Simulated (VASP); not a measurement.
A run of VASP 6.6.1 is set up as follows.

File INCAR:

```
PREC     = Accurate       # precision mode
ENCUT    = 500            # plane-wave cutoff, eV
EDIFF    = 1E-6           # SCF threshold, eV
ISMEAR   = -1             # smearing method
SIGMA    = 0.05           # smearing width, eV
LREAL    = F              # projectors in reciprocal space
LASPH    = T              # aspherical terms in the spheres
NELM     = 200            # most SCF steps
ALGO     = Normal         # electronic algorithm
ISIF     = 2              # what is computed and relaxed
LWAVE    = F              # write WAVECAR
LCHARG   = T              # write CHGCAR
ISPIN    = 2              # spin polarisation
MAGMOM   = 0.5            # initial moments
LORBIT   = 11             # projections on sites
LMAXMIX  = 4              # l up to which the mixer works
GGA      = PE             # functional
LELF     = T              # ELF
LVHAR    = T            
NBANDS   = 15             # bands
GGA_COMPAT= F
```

KPOINTS

```
Automatic mesh
0
Gamma
  14 14 14
```

File POSCAR:

```
Pd
1.0
    2.6493207788      0.0000000000      0.0000000000
    0.0000000000      2.6493207788      0.0000000000
    0.0000000000      0.0000000000      2.6493207788
Pd
1
Direct
    0.0000000000      0.0000000000      0.0000000000
```

Potentials or basis: VASP PAW PBE potentials, release 64 (Pd).

The run is started by

```bash
$ cat potpaw_PBE.64/Pd/POTCAR > POTCAR
$ mpirun -np 1 vasp_std > vasp.out
```

Problem. Estimate the pressure.

Solution. -4.5 GPa.

Problem. Estimate the band gap on the k mesh.

Solution. Zero (filled and empty bands overlap).

Problem. Estimate the net moment.

Solution. 0.00 μB per cell.

Caveat: the cell stands under tension.
